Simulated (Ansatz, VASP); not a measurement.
One calculation of Si4P, two programs

```
CELL_PARAMETERS angstrom
3.67250 0.00000 0.00000
-1.83625 3.18048 0.00000
0.00000 0.00000 9.86095
ATOMIC_POSITIONS crystal
Si 0.33333 0.66667 0.76234
Si 0.33333 0.66667 0.23766
Si 0.33333 0.66667 0.50000
Si 0.33333 0.66667 0.00000
P 0.66667 0.33333 0.50000
```

Alike in both runs: functional PBE; k mesh 12 × 12 × 4; occupations gaussian, width 0.1 eV; no spin polarisation.

Ansatz relaxed the structure, and its values are those at the end. VASP's run is a single point on that final structure, the one shown.

|  | VASP | Ansatz |
| --- | --- | --- |
| version | VASP 6.6.1 | Ansatz 0.2.0 |
| potentials or method | VASP PAW PBE potentials, release 64 (Si, P), cutoff 520 eV | scalar-relativistic, plane waves, PAW |
| valence electrons in the cell | 21 | 21 |

Ansatz gave:

| Property | Result |
| --- | --- |
| gap on the k mesh at the Fermi level (eV) | none |
| pressure (GPa) | 0.0 |

**Question.** What did VASP give for the same quantities?

**Answer.** gap on the k mesh at the Fermi level (eV): none; pressure (GPa): -0.1.

A gap of «none» marks a metal or a gap that the smearing closes.
